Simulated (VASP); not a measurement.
The system is C.

```
C
1.0
     2.46496    0.00000    0.00000
    -1.23248    2.13472    0.00000
     0.00000    0.00000    6.74054
C
4
Direct
  0.00000 0.00000 0.00250
  0.00000 0.00000 0.50250
  0.33333 0.66667 0.00250
  0.66667 0.33333 0.50250
```

| Quantity | Value |
| --- | --- |
| Program | VASP 6.6.1 |
| Task | relaxation of cell and atoms |
| Functional | LDA |
| Potentials or basis | VASP PAW LDA potentials, release 64 (C_h) |
| Cutoff | 910 eV |
| k mesh | 21 × 21 × 6 |
| Occupations | gaussian, width 0.1 eV |
| Spin | no spin polarisation |

At the start: pressure -6.6 GPa; volume 8.87 Å³/atom.

Problem. Where does the relaxation end?

Solution. Over 12 steps the energy falls by 4.5 meV/atom and the volume is 8.55 Å³/atom (-3.5 %); space group P6_3/mmc (No. 194, to 0.1 Å) before and after.

Step by step:
```csv
step,energy change (eV),largest force (eV/Å),pressure (GPa),volume (Å³)
1,0.0000,0.0000,-6.60,35.47
2,0.0804,0.0000,16.85,33.62
3,-0.0164,0.0000,-0.34,34.92
4,-0.0164,0.0000,-0.21,34.91
5,-0.0164,0.0000,-0.08,34.90
6,-0.0166,0.0000,-0.06,34.85
7,-0.0171,0.0000,0.01,34.69
8,-0.0178,0.0000,0.16,34.36
9,-0.0170,0.0000,0.48,33.71
10,-0.0178,0.0000,0.25,34.20
11,-0.0161,0.0000,-2.16,34.35
12,-0.0179,0.0000,0.01,34.21
```

Final structure:
```cif
data_structure
_symmetry_space_group_name_H-M 'P 1'
_symmetry_Int_Tables_number 1
_cell_length_a 2.4462
_cell_length_b 2.4462
_cell_length_c 6.6023
_cell_angle_alpha 90.000
_cell_angle_beta 90.000
_cell_angle_gamma 120.000
_cell_volume 34.21
loop_
_atom_site_label
_atom_site_type_symbol
_atom_site_fract_x
_atom_site_fract_y
_atom_site_fract_z
_atom_site_occupancy
C1 C 0.00000 0.00000 0.00250 1
C2 C 0.00000 0.00000 0.50250 1
C3 C 0.33333 0.66667 0.00250 1
C4 C 0.66667 0.33333 0.50250 1
```

Caveat: the cutoff is under 1.25 times the usual one of these potentials, so pressure, stress and relaxed cells hold a basis-set (Pulay) error.
